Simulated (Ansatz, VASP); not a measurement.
**Ag in VASP and in Ansatz**

```
CELL_PARAMETERS angstrom
0.00000 2.04310 2.24741
2.04310 0.00000 2.24741
2.04310 2.04310 0.00000
ATOMIC_POSITIONS crystal
Ag 0.00000 0.00000 0.00000
```

Change from the starting cell: strain +0.1000 x Voigt [0, 0, 1, 0, 0, 0], atoms carried along.

Alike in both runs: task single point; functional PBE; k mesh 10 × 10 × 10; occupations gaussian, width 0.15 eV; no spin polarisation.

|  | VASP | Ansatz |
| --- | --- | --- |
| version | VASP 6.6.1 | Ansatz 0.2.0 |
| potentials or method | VASP PAW PBE potentials, release 64 (Ag), cutoff 520 eV | scalar-relativistic, plane waves, PAW |
| valence electrons in the cell | 11 | 19 |

|  | VASP | Ansatz | Ansatz less VASP |
| --- | --- | --- | --- |
| gap on the k mesh at the Fermi level (eV) | none | none | - |
| pressure (GPa) | -3.5 | -3.5 | +0.06 |
| traceless stress, the component that is largest in VASP (GPa) | -1.48 | -1.48 | +0.002 |

A gap of «none» marks a metal or a gap that the smearing closes. With one functional, cell and mesh, what is left measures potentials, basis and numerics. VASP's potentials hold 11 valence electrons a cell and Ansatz's 19, so a difference there can come from the potentials and not from the codes.
